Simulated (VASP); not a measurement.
# BiBO (Pmmn) in VASP: single point with PBE

Aim: the single point of BiBO with PBE.

Program: VASP 6.6.1. These are calculated values, not measurements. Logs are shortened: lines on timing, memory, paths and dates and some standing lists are left out, and cuts for length are marked.

### 1 The cell of the first run

It takes space group Pmmn (No. 59, orthorhombic). The conventional cell has a = 3.997 Å, b = 5.439 Å, c = 5.007 Å, α = 90.00°, β = 90.00°, γ = 90.00°. B (site symmetry mm2) has 1 O at 1.26 Å within 1.7 Å. Within 4.0 Å of Bi (site symmetry mm2) lie 6 B at 2.63 to 3.86 Å and 8 O at 2.85 to 3.78 Å and 6 Bi at 3.43 to 4.00 Å. Within 1.7 Å of O (site symmetry mm2) lie 1 B at 1.26 Å.

The cell was built from a structure type or drawn by symmetry, and may not be a known phase.

### 2 Single point, PBE

INCAR reads:

```
SYSTEM = BiBO
PREC     = Accurate       ! precision mode
ENCUT    = 910            ! plane-wave cutoff, eV
EDIFF    = 1E-6           ! SCF threshold, eV
ISMEAR   = 0              ! smearing method
SIGMA    = 0.1            ! smearing width, eV
LREAL    = .False.        ! projectors in reciprocal space
LASPH    = .True.         ! aspherical terms in the spheres
NELM     = 120            ! most SCF steps
ALGO     = Normal         ! electronic algorithm
ISIF     = 2              ! what is computed and relaxed
LWAVE    = .False.        ! write WAVECAR
LCHARG   = .False.        ! write CHGCAR
GGA      = PE             ! functional
NBANDS   = 33             ! bands
GGA_COMPAT= .False.
```

KPOINTS reads:

```
regular mesh
0
Gamma
  4 4 4
  0 0 0
```

POSCAR reads:

```
BiBO
1.0
    3.9973143461      0.0000000000      0.0000000000
    0.0000000000      5.4387723840      0.0000000000
    0.0000000000      0.0000000000      5.0068973758
B Bi O
2 2 2
Direct
    0.0000000000      0.0000000000      0.7176999371
    0.5000000000      0.5000000000      0.2823000629
    0.0000000000      0.5000000000      0.9415254191
    0.5000000000      0.0000000000      0.0584745809
    0.0000000000      0.0000000000      0.4652544384
    0.5000000000      0.5000000000      0.5347455616
```

Potentials or basis: VASP PAW PBE potentials, release 64 (B_h, Bi_d, O_h).

The run is started by

```
$ cat potpaw_PBE.64/B_h/POTCAR potpaw_PBE.64/Bi_d/POTCAR potpaw_PBE.64/O_h/POTCAR > POTCAR
$ mpirun -np 1 vasp_std > vasp.out
```

OUTCAR:

```text
SYSTEM = BiBO
   PREC = Accurate
   ENCUT = 910
   EDIFF = 1E-6
   ISMEAR = 0
   LREAL = .False.
   LASPH = .True.
   NELM = 120
   ISIF = 2
   GGA = PE

 ion  position               nearest neighbor table
   1  0.000  0.000  0.718-   5 1.26   4 2.63   4 2.63
   2  0.500  0.500  0.282-   6 1.26   3 2.63   3 2.63
   3  0.000  0.500  0.942-   2 2.63   2 2.63   4 3.43   4 3.43   4 3.43   4 3.43
   4  0.500  0.000  0.058-   1 2.63   1 2.63   3 3.43   3 3.43   3 3.43   3 3.43
   5  0.000  0.000  0.465-   1 1.26
   6  0.500  0.500  0.535-   2 1.26

  LATTYP: Found a simple orthorhombic cell.
 ALAT       =     3.9973143461
 B/A-ratio  =     1.2525653332
 C/A-ratio  =     1.3606066256

  Lattice vectors:

 A1 = (  -3.9973143461,   0.0000000000,   0.0000000000)
 A2 = (   0.0000000000,   0.0000000000,   5.0068973758)
 A3 = (   0.0000000000,   5.4387723840,   0.0000000000)

Analysis of symmetry for initial positions (statically):
=====================================================================
 Subroutine PRICEL returns:
 Original cell was already a primitive cell.

 Routine SETGRP: Setting up the symmetry group for a
 simple orthorhombic supercell.

 Subroutine GETGRP returns: Found  8 space group operations
 (whereof  4 operations were pure point group operations)
 out of a pool of  8 trial point group operations.

The static configuration has the point symmetry C_2v.
 The point group associated with its full space group is D_2h.

Analysis of symmetry for dynamics (positions and initial velocities):
=====================================================================
 Subroutine PRICEL returns:
 Original cell was already a primitive cell.

 Routine SETGRP: Setting up the symmetry group for a
 simple orthorhombic supercell.

 Subroutine GETGRP returns: Found  8 space group operations
 (whereof  4 operations were pure point group operations)
 out of a pool of  8 trial point group operations.

The dynamic configuration has the point symmetry C_2v.
 The point group associated with its full space group is D_2h.

 Subroutine INISYM returns: Found  8 space group operations
 (whereof  4 operations are pure point group operations),
 and found     1 'primitive' translations

----------------------------------------------------------------------------------------

                                     Primitive cell

  volume of cell :     108.8524

  direct lattice vectors                    reciprocal lattice vectors
     3.997314346  0.000000000  0.000000000     0.250167966  0.000000000  0.000000000
     0.000000000  5.438772384  0.000000000     0.000000000  0.183865021  0.000000000
     0.000000000  0.000000000  5.006897376     0.000000000  0.000000000  0.199724485

  length of vectors
     3.997314346  5.438772384  5.006897376     0.250167966  0.183865021  0.199724485

  position of ions in fractional coordinates (direct lattice)
     0.000000000  0.000000000  0.717699937
     0.500000000  0.500000000  0.282300063
     0.000000000  0.500000000  0.941525419
     0.500000000  0.000000000  0.058474581
     0.000000000  0.000000000  0.465254438
     0.500000000  0.500000000  0.534745562

  ion indices of the primitive-cell ions
   primitive index   ion index
                 1           1
                 2           2
                 3           3
                 4           4
                 5           5
                 6           6

----------------------------------------------------------------------------------------

 KPOINTS: regular mesh

Automatic generation of k-mesh.
 Grid dimensions read from file:
 generate k-points for:    4    4    4

 Generating k-lattice:

  Cartesian coordinates                     Fractional coordinates (reciprocal lattice)
     0.062541992  0.000000000  0.000000000     0.250000000  0.000000000  0.000000000
     0.000000000  0.045966255  0.000000000     0.000000000  0.250000000  0.000000000
     0.000000000  0.000000000  0.049931121     0.000000000  0.000000000  0.250000000

  Length of vectors
     0.062541992  0.045966255  0.049931121

  Shift w.r.t. Gamma in fractional coordinates (k-lattice)
     0.000000000  0.000000000  0.000000000

 Subroutine IBZKPT returns following result:
 ===========================================

 Found     27 irreducible k-points:

 Following reciprocal coordinates:
            Coordinates               Weight
  0.000000  0.000000  0.000000      1.000000
  0.250000  0.000000  0.000000      2.000000
  0.500000  0.000000  0.000000      1.000000
  0.000000  0.250000  0.000000      2.000000
  0.250000  0.250000  0.000000      4.000000
  0.500000  0.250000  0.000000      2.000000
[... 16 lines left out ...]
  0.250000  0.250000  0.500000      4.000000
  0.500000  0.250000  0.500000      2.000000
 [... further k-points ...]
   k-points           NKPTS =     27   k-points in BZ     NKDIM =     27   number of bands    NBANDS=     33
   number of dos      NEDOS =    301   number of ions     NIONS =      6
   total plane-waves  NPLWV = 108000
   dimension x,y,z NGX =    40 NGY =   54 NGZ =   50
   dimension x,y,z NGXF=    80 NGYF=  108 NGZF=  100
   ions per type =               2   2   2
   NGX,Y,Z   is equivalent  to a cutoff of  16.64, 16.51, 16.60 a.u.
   NGXF,Y,Z  is equivalent  to a cutoff of  33.27, 33.01, 33.20 a.u.
 SYSTEM =  BiBO
   PREC   = accura    normal or accurate (medium, high low for compatibility)
   ISTART =      0    job   : 0-new  1-cont  2-samecut
   ICHARG =      2    charge: 1-file 2-atom 10-const
   ISPIN  =      1    spin polarized calculation?
   LNONCOLLINEAR =      F non collinear calculations
   LSORBIT =      F    spin-orbit coupling
   LASPH  =      T    aspherical Exc in radial PAW
   ENCUT  =  910.0 eV  66.88 Ry    8.18 a.u.   9.83 13.38 12.32*2*pi/ulx,y,z
   NELM   =    120;   NELMIN=  2; NELMDL= -5     # of ELM steps
   EDIFF  = 0.1E-05   stopping-criterion for ELM
   LREAL  =      F    real-space projection
   EDIFFG = 0.1E-04   stopping-criterion for IOM
   NSW    =      0    number of steps for IOM
   IBRION =     -1    ionic relax: 0-MD 1-quasi-New 2-CG
   NFREE  =      0    steps in history (QN), initial steepest desc. (CG)
   ISIF   =      2    stress and relaxation
   ISYM   =      2    0-nonsym 1-usesym 2-fastsym
   POTIM  = 0.5000    time-step for ionic-motion
   TEBEG  =    0.0;   TEEND  =   0.0 temperature during run
   PSTRESS=    0.0 pullay stress
   NELECT =      48.0000    total number of electrons
   NUPDOWN=      -1.0000    fix difference up-down
   EMIN   =  10.00;   EMAX   =-10.00  energy-range for DOS
   EFERMI =   0.00;   METHOD = LEGACY
   ISMEAR =     0;   SIGMA  =   0.10  broadening in eV -4-tet -1-fermi 0-gaus
   EFERMI_NEDOS =   21; number of points for ismear=-14 and -15
   IALGO  =     38    algorithm
   IMIX   =      4    mixing-type and parameters
     AMIX     =   0.40;   BMIX     =  1.00
     AMIX_MAG =   1.60;   BMIX_MAG =  1.00
  volume/ion in A,a.u.               =      18.14       122.43
  Fermi-wavevector in a.u.,A,eV,Ry     =   1.246071  2.354732 21.125653  1.552692
  Thomas-Fermi vector in A             =   2.380264
   LORBIT       =      0    0 simple, 1 ext, 2 COOP (PROOUT), +10 PAW based schemes
   GGA     = PE    functional components
   LHFCALC =     F    Hartree Fock is set to
   AEXX    =    0.0000 exact exchange contribution
   IVDW    =     0    specifies the selected vdW correction
   LEPSILON=     F    determine dielectric tensor
   LRPA    =     F    only Hartree local field effects (RPA)
 non-spin polarized calculation
 Gauss-broadening in eV      SIGMA  =   0.10
  energy-cutoff  :      910.00
  volume of cell :      108.85
 maximum number of plane-waves:      6817
 NGX is ok and might be reduce to    40
   NGX = 19   NGY = 27   NGZ = 25

 number of electron      47.9999998 magnetization

 Free energy of the ion-electron system (eV)
  ---------------------------------------------------
  ext. energy  EPLUGINS =         0.00000000
  ---------------------------------------------------
  free energy    TOTEN  =       -33.90222184 eV

  energy without entropy =      -33.89759776  energy(sigma->0) =      -33.89990980

 E-fermi :   5.3341     XC(G=0):  -9.7550

 val. band max:        5.2312906881   @ k =   0.5000   0.5000   0.2500
 cond. band min:       5.4011735209   @ k =   0.2500   0.0000   0.0000
 fundamental gap:      0.1698828329
 Fermi energy:         5.3341359988

 k-point     1 :       0.0000    0.0000    0.0000
  band No.  band energies     occupation
      1     -17.7173      2.00000
      2     -17.6769      2.00000
      3     -17.6155      2.00000
      4     -17.5949      2.00000
      5     -17.5669      2.00000
      6     -17.5569      2.00000
[... 25 lines left out ...]
     32      11.1603      0.00000
     33      11.7662      0.00000

 k-point     2 :       0.2500    0.0000    0.0000
  band No.  band energies     occupation
      1     -17.6989      2.00000
      2     -17.6495      2.00000
      3     -17.6186      2.00000
      4     -17.5807      2.00000
      5     -17.5785      2.00000
      6     -17.5579      2.00000
[... 25 lines left out ...]
     32      11.2437      0.00000
     33      12.8540      0.00000

 k-point     3 :       0.5000    0.0000    0.0000
  band No.  band energies     occupation
      1     -17.6441      2.00000
      2     -17.6441      2.00000
      3     -17.6228      2.00000
      4     -17.6228      2.00000
      5     -17.5601      2.00000
      6     -17.5601      2.00000
[... 25 lines left out ...]
     32      12.0664      0.00000
     33      15.1279      0.00000

 k-point     4 :       0.0000    0.2500    0.0000
  band No.  band energies     occupation
      1     -17.6888      2.00000
      2     -17.6627      2.00000
      3     -17.6235      2.00000
      4     -17.5872      2.00000
      5     -17.5727      2.00000
      6     -17.5615      2.00000
[... 673 lines left out ...]
     32      12.0491      0.00000
     33      12.3847      0.00000

 k-point    23 :       0.2500    0.2500    0.5000
  band No.  band energies     occupation
      1     -17.6901      2.00000
      2     -17.6515      2.00000
      3     -17.6068      2.00000
      4     -17.5938      2.00000
      5     -17.5880      2.00000
      6     -17.5620      2.00000
[... 25 lines left out ...]
     32      11.6067      0.00000
     33      13.4303      0.00000

 k-point    24 :       0.5000    0.2500    0.5000
  band No.  band energies     occupation
      1     -17.6756      2.00000
      2     -17.6756      2.00000
      3     -17.5857      2.00000
      4     -17.5857      2.00000
      5     -17.5812      2.00000
      6     -17.5812      2.00000
[... 25 lines left out ...]
     32      11.8147      0.00000
     33      13.7885      0.00000

 [... further k-points ...]
[... 5 lines left out ...]
  --------------------------------------------------------------------------------------
  -------------------------------------------------------------------------------------
  Total       -0.1447323      0.0535861     -0.1817762      0.0000000      0.0000000      0.0000000
  in kB       -2.1302871      0.7887241     -2.6755289      0.0000000      0.0000000      0.0000000
  external PRESSURE =      -1.3390307 kB  Pullay stress =       0.0000000 kB

 VOLUME and BASIS-vectors are now :
 -----------------------------------------------------------------------------
  energy-cutoff  :      910.00
  volume of cell :      108.85
      direct lattice vectors                 reciprocal lattice vectors
     3.997314346  0.000000000  0.000000000     0.250167966  0.000000000  0.000000000
     0.000000000  5.438772384  0.000000000     0.000000000  0.183865021  0.000000000
     0.000000000  0.000000000  5.006897376     0.000000000  0.000000000  0.199724485

 POSITION                                       TOTAL-FORCE (eV/Angst)
 -----------------------------------------------------------------------------------
      0.00000      0.00000      3.59345         0.000000      0.000000     -0.041611
      1.99866      2.71939      1.41345         0.000000      0.000000      0.041611
      0.00000      2.71939      4.71412         0.000000      0.000000     -0.013197
      1.99866      0.00000      0.29278         0.000000      0.000000      0.013197
      0.00000      0.00000      2.32948         0.000000      0.000000      0.068535
      1.99866      2.71939      2.67742         0.000000      0.000000     -0.068535
 -----------------------------------------------------------------------------------
    total drift:                               -0.000000      0.000000     -0.000000

  FREE ENERGIE OF THE ION-ELECTRON SYSTEM (eV)
  ---------------------------------------------------
  free  energy   TOTEN  =       -33.9022218426 eV

  energy  without entropy=      -33.8975977601  energy(sigma->0) =      -33.89990980
```

Run time: 91 s. Hardware: 1 thread of Intel Xeon 6975P-C (Granite Rapids), shared host; peak memory 0.41 GiB.

What came out:

* Free energy: -33.9022 eV
* Pressure: -0.1 GPa
* Largest force: 0.069 eV/Å
* Band gap on the k mesh: zero (bands 24 and 25 overlap by 1.73 eV)

Forces in eV/Å, atoms in the order of the input:
```
B    0.000  0.000 -0.042
B    0.000  0.000  0.042
Bi   0.000  0.000 -0.013
Bi   0.000  0.000  0.013
O    0.000  0.000  0.069
O    0.000  0.000 -0.069
```

Stress tensor (GPa, compression positive):
```
-0.21  0.00  0.00
 0.00  0.08  0.00
 0.00  0.00 -0.27
```

Caveat: the k points lie up to 0.39 Å⁻¹ apart, too coarse for converged energies and pressures of a metal; the cutoff is under 1.25 times the usual one of these potentials, so pressure, stress and relaxed cells hold a basis-set (Pulay) error; spin-orbit coupling is left out, which moves the levels of the heavy elements.
